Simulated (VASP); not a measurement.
# AlN (Fm-3m) in VASP: a series of runs

Runs on AlN. Level: PBEsol. Tasks: single point.

The COD entry that gives the cell may itself be a prediction, so a difference from it is no test against experiment.

All numbers are computed with VASP 6.6.1; they aren't measurements. Logs are shortened: lines on timing, memory, paths and dates and some standing lists are left out, and cuts for length are marked.

## (1) The cell of the first run

It takes space group Fm-3m (No. 225, cubic). Conventional cell: a = 4.055 Å, b = 4.055 Å, c = 4.055 Å, α = 90.00°, β = 90.00°, γ = 90.00°. Within 2.7 Å of Al (site symmetry m-3m) lie 6 N at 2.03 Å. N (site symmetry m-3m) has 6 Al at 2.03 Å within 2.7 Å.

## (2) Single point, PBEsol

Input file INCAR:

```
SYSTEM = AlN
PREC     = Accurate       ! precision mode
ENCUT    = 520            ! plane-wave cutoff, eV
EDIFF    = 1E-6           ! SCF threshold, eV
ISMEAR   = 0              ! smearing method
SIGMA    = 0.01           ! smearing width, eV
LREAL    = .FALSE.        ! projectors in reciprocal space
LASPH    = .TRUE.         ! aspherical terms in the spheres
NELM     = 100            ! most SCF steps
ALGO     = Normal         ! electronic algorithm
ISIF     = 2              ! what is computed and relaxed
LWAVE    = .FALSE.        ! write WAVECAR
LCHARG   = .TRUE.         ! write CHGCAR
GGA      = PS             ! functional
LELF     = .TRUE.         ! ELF
LVHAR    = .TRUE.       
NBANDS   = 11             ! bands
```

Input file KPOINTS:

```
regular mesh
0
G
  8 8 8
  0 0 0
```

Input file POSCAR:

```
AlN
1.0
    0.0000000000      2.0277347024      2.0277347024
    2.0277347024      0.0000000000      2.0277347024
    2.0277347024      2.0277347024      0.0000000000
Al N
1 1
Direct
    0.0000000000      0.0000000000      0.0000000000
    0.5000000000      0.5000000000      0.5000000000
```

Potentials or basis: VASP PAW PBE potentials, release 64 (Al, N).

On the command line:

```sh
$ cat potpaw_PBE.64/Al/POTCAR potpaw_PBE.64/N/POTCAR > POTCAR
$ mpirun -np 1 vasp_std > vasp.out
```

OUTCAR:

```text
SYSTEM = AlN
   PREC = Accurate
   ENCUT = 520
   EDIFF = 1E-6
   ISMEAR = 0
   LREAL = .FALSE.
   LASPH = .TRUE.
   NELM = 100
   ISIF = 2
   GGA = PS

 ion  position               nearest neighbor table
   1  0.000  0.000  0.000-   2 2.03   2 2.03   2 2.03   2 2.03   2 2.03   2 2.03
   2  0.500  0.500  0.500-   1 2.03   1 2.03   1 2.03   1 2.03   1 2.03   1 2.03

  LATTYP: Found a face centered cubic cell.
 ALAT       =     4.0554694048

  Lattice vectors:

 A1 = (   0.0000000000,   2.0277347024,   2.0277347024)
 A2 = (   2.0277347024,   0.0000000000,   2.0277347024)
 A3 = (   2.0277347024,   2.0277347024,   0.0000000000)

Analysis of symmetry for initial positions (statically):
=====================================================================
 Subroutine PRICEL returns:
 Original cell was already a primitive cell.

 Routine SETGRP: Setting up the symmetry group for a
 face centered cubic supercell.

 Subroutine GETGRP returns: Found 48 space group operations
 (whereof 48 operations were pure point group operations)
 out of a pool of 48 trial point group operations.

The static configuration has the point symmetry O_h .

Analysis of symmetry for dynamics (positions and initial velocities):
=====================================================================
 Subroutine PRICEL returns:
 Original cell was already a primitive cell.

 Routine SETGRP: Setting up the symmetry group for a
 face centered cubic supercell.

 Subroutine GETGRP returns: Found 48 space group operations
 (whereof 48 operations were pure point group operations)
 out of a pool of 48 trial point group operations.

The dynamic configuration has the point symmetry O_h .

 Subroutine INISYM returns: Found 48 space group operations
 (whereof 48 operations are pure point group operations),
 and found     1 'primitive' translations

----------------------------------------------------------------------------------------

                                     Primitive cell

  volume of cell :      16.6749

  direct lattice vectors                    reciprocal lattice vectors
     0.000000000  2.027734702  2.027734702    -0.246580580  0.246580580  0.246580580
     2.027734702  0.000000000  2.027734702     0.246580580 -0.246580580  0.246580580
     2.027734702  2.027734702  0.000000000     0.246580580  0.246580580 -0.246580580

  length of vectors
     2.867649917  2.867649917  2.867649917     0.427090094  0.427090094  0.427090094

  position of ions in fractional coordinates (direct lattice)
     0.000000000  0.000000000  0.000000000
     0.500000000  0.500000000  0.500000000

[... 81 lines left out ...]
   NFREE  =      0    steps in history (QN), initial steepest desc. (CG)
   ISIF   =      2    stress and relaxation
   ISYM   =      2    0-nonsym 1-usesym 2-fastsym
   POTIM  = 0.5000    time-step for ionic-motion
   TEBEG  =    0.0;   TEEND  =   0.0 temperature during run
   PSTRESS=    0.0 pullay stress
   NELECT =       8.0000    total number of electrons
   NUPDOWN=      -1.0000    fix difference up-down
   EMIN   =  10.00;   EMAX   =-10.00  energy-range for DOS
   EFERMI =   0.00;   METHOD = LEGACY
   ISMEAR =     0;   SIGMA  =   0.01  broadening in eV -4-tet -1-fermi 0-gaus
   EFERMI_NEDOS =   21; number of points for ismear=-14 and -15
   IALGO  =     38    algorithm
   IMIX   =      4    mixing-type and parameters
     AMIX     =   0.40;   BMIX     =  1.00
     AMIX_MAG =   1.60;   BMIX_MAG =  1.00
  volume/ion in A,a.u.               =       8.34        56.26
  Fermi-wavevector in a.u.,A,eV,Ry     =   1.281594  2.421861 22.347330  1.642482
  Thomas-Fermi vector in A             =   2.413954
   LORBIT       =      0    0 simple, 1 ext, 2 COOP (PROOUT), +10 PAW based schemes
   GGA     = PS    functional components
   LHFCALC =     F    Hartree Fock is set to
   AEXX    =    0.0000 exact exchange contribution
   IVDW    =     0    specifies the selected vdW correction
   LEPSILON=     F    determine dielectric tensor
   LRPA    =     F    only Hartree local field effects (RPA)
 non-spin polarized calculation
 Gauss-broadening in eV      SIGMA  =   0.01
  energy-cutoff  :      520.00
  volume of cell :       16.67
 maximum number of plane-waves:       464
 NGX is ok and might be reduce to    24
   NGX = 11   NGY = 11   NGZ = 11

 number of electron       7.9999999 magnetization

 Free energy of the ion-electron system (eV)
  ---------------------------------------------------
  ext. energy  EPLUGINS =         0.00000000
  ---------------------------------------------------
  free energy    TOTEN  =       -15.44773883 eV

  energy without entropy =      -15.44773883  energy(sigma->0) =      -15.44773883

 E-fermi :   9.9478     XC(G=0): -12.4099

 val. band max:        9.7702916515   @ k =   0.0000   0.0000   0.0000
 cond. band min:      14.2389713684   @ k =   0.5000   0.5000   0.0000
 fundamental gap:      4.4686797168
 Fermi energy:         9.9478041325

 k-point     1 :       0.0000    0.0000    0.0000
  band No.  band energies     occupation
      1      -7.6980      2.00000
      2       9.7703      2.00000
      3       9.7703      2.00000
      4       9.7703      2.00000
      5      15.3106      0.00000
      6      21.7673      0.00000
      7      21.7673      0.00000
      8      21.7673      0.00000
      9      26.8217      0.00000
     10      27.3919      0.00000
     11      27.3919      0.00000
[... 309 lines left out ...]
 k-point    24 :      -0.3750    0.2500    0.1250
  band No.  band energies     occupation
      1      -3.9326      2.00000
      2       2.3423      2.00000
      3       6.0652      2.00000
      4       7.7875      2.00000
      5      18.0483      0.00000
      6      18.1765      0.00000
      7      21.9143      0.00000
      8      22.3822      0.00000
      9      27.6905      0.00000
     10      28.5827      0.00000
     11      31.9740      0.00000

 [... further k-points ...]
[... 5 lines left out ...]
  --------------------------------------------------------------------------------------
  -------------------------------------------------------------------------------------
  Total       -0.2141928     -0.2141928     -0.2141928     -0.0000000      0.0000000     -0.0000000
  in kB      -20.5803202    -20.5803202    -20.5803202     -0.0000000      0.0000000     -0.0000000
  external PRESSURE =     -20.5803202 kB  Pullay stress =       0.0000000 kB

 VOLUME and BASIS-vectors are now :
 -----------------------------------------------------------------------------
  energy-cutoff  :      520.00
  volume of cell :       16.67
      direct lattice vectors                 reciprocal lattice vectors
     0.000000000  2.027734702  2.027734702    -0.246580580  0.246580580  0.246580580
     2.027734702  0.000000000  2.027734702     0.246580580 -0.246580580  0.246580580
     2.027734702  2.027734702  0.000000000     0.246580580  0.246580580 -0.246580580

 POSITION                                       TOTAL-FORCE (eV/Angst)
 -----------------------------------------------------------------------------------
      0.00000      0.00000      0.00000        -0.000000     -0.000000     -0.000000
      2.02773      2.02773      2.02773         0.000000      0.000000      0.000000
 -----------------------------------------------------------------------------------
    total drift:                               -0.000000     -0.000000      0.000000

  FREE ENERGIE OF THE ION-ELECTRON SYSTEM (eV)
  ---------------------------------------------------
  free  energy   TOTEN  =       -15.4477388272 eV

  energy  without entropy=      -15.4477388272  energy(sigma->0) =      -15.44773883
```

Run time: 3.7 s. Hardware: 1 thread of Intel Xeon Platinum 8488C (Sapphire Rapids), shared host; peak memory 0.13 GiB.

What came out:

```yaml
Free_energy: -15.4477 eV
Pressure: -2.1 GPa
Band_gap_on_the_k_mesh: 4.47 eV, indirect (least direct gap 5.54 eV)
```

Caveat: the PAW data sets were made with another functional, which shifts forces and pressure a little.

## (3) Single point, PBEsol

This run uses another cell than the first one, of 8.27 Å³/atom, 0.992 times its volume.

Input file INCAR:

```
PREC = Accurate
ENCUT = 520
EDIFF = 1E-6
ISMEAR = 0
SIGMA = 0.01
LREAL = False
LASPH = True
NELM = 60
ALGO = Normal
ISIF = 2
LWAVE = False
LCHARG = False
GGA = PS
NBANDS = 11
```

Input file KPOINTS:

```
Automatic mesh
0
Gamma
  8 8 8
```

Input file POSCAR:

```
AlN
1.0
    0.0000000000      2.0225444048      2.0225444048
    2.0225444048      0.0000000000      2.0225444048
    2.0225444048      2.0225444048      0.0000000000
Al N
1 1
Direct
    0.0000000000      0.0000000000      0.0000000000
    0.5000000000      0.5000000000      0.5000000000
```

Potentials or basis: VASP PAW PBE potentials, release 64 (Al, N).

On the command line:

```sh
$ cat potpaw_PBE.64/Al/POTCAR potpaw_PBE.64/N/POTCAR > POTCAR
$ mpirun -np 1 vasp_std > vasp.out
```

Run time: 3.4 s. Hardware: 1 thread of Intel Xeon Platinum 8488C (Sapphire Rapids), shared host; peak memory 0.13 GiB.

It converged, with:

* Free energy: -15.4485 eV
* Pressure: -0.1 GPa
* Band gap on the k mesh: 4.54 eV, indirect (least direct gap 5.65 eV)

Levels at points of the mesh, in eV from the valence-band top:
| k point | band 1 | band 2 | band 3 | band 4 | band 5 | band 6 | band 7 | band 8 |
| --- | --- | --- | --- | --- | --- | --- | --- | --- |
| (0.00, 0.00, 0.00) | -17.54 | 0.00 | 0.00 | 0.00 | 5.65 | 12.02 | 12.02 | 12.02 |
| (0.50, 0.00, 0.00) | -14.24 | -8.36 | -1.09 | -1.09 | 6.03 | 10.89 | 10.89 | 13.24 |
| (0.50, 0.50, 0.00) | -13.25 | -7.44 | -2.82 | -2.82 | 4.54 | 5.14 | 13.95 | 17.14 |

Caveat: the PAW data sets were made with another functional, which shifts forces and pressure a little. A k mesh can miss the band edges.

[end of part 1 of 2]
